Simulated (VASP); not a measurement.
Here is a VASP 6.6.1 calculation.

Contents of INCAR:

```
SYSTEM = SiC
  PREC = Accurate
  ENCUT = 520
  EDIFF = 1E-6
  ISMEAR = -1
  SIGMA = 0.08
  LREAL = .FALSE.
  LASPH = .TRUE.
  NELM = 60
  ALGO = Normal
  ISIF = 2
  LWAVE = .FALSE.
  LCHARG = .FALSE.
  GGA = PS
  NBANDS = 16
```

KPOINTS

```
Automatic mesh
0
G
  15 15 8
  0 0 0
```

The input POSCAR:

```
SiC
1.0
    3.0759982064      0.0461399731      0.0461399731
   -1.4980407144      2.6408226022      0.0168884023
    0.0757200000      0.0757200000      5.0480000000
Si C
2 2
Direct
    0.3333333333      0.6666666667      0.0000000000
    0.6666666667      0.3333333333      0.5000000000
    0.3333333333      0.6666666667      0.3850000000
    0.6666666667      0.3333333333      0.8850000000
```

Potentials or basis: VASP PAW PBE potentials, release 64 (Si, C).

Run with:

```sh
$ cat potpaw_PBE.64/Si/POTCAR potpaw_PBE.64/C/POTCAR > POTCAR
$ mpirun -np 1 vasp_std > vasp.out
```

Question: What does it give for the largest force?

Answer: 0.930 eV/Å.

Question: Predict the band gap on the k mesh.

Answer: 2.12 eV (least direct gap 3.84 eV).

Question: Estimate the pressure.

Answer: 0.9 GPa.

Forces on the atoms (eV/Å):
```
Si  -0.425 -0.144  0.787
Si   0.095 -0.182  0.752
C   -0.137  0.181 -0.748
C    0.468  0.145 -0.791
```

Caveat: the cell differs from its parent crystal (equal xy, yz and zx shear strains of +3 %); the stress differs along the axes, from -2 to 3 GPa; the PAW data sets were made with another functional, which shifts forces and pressure a little. A k mesh can miss the band edges.
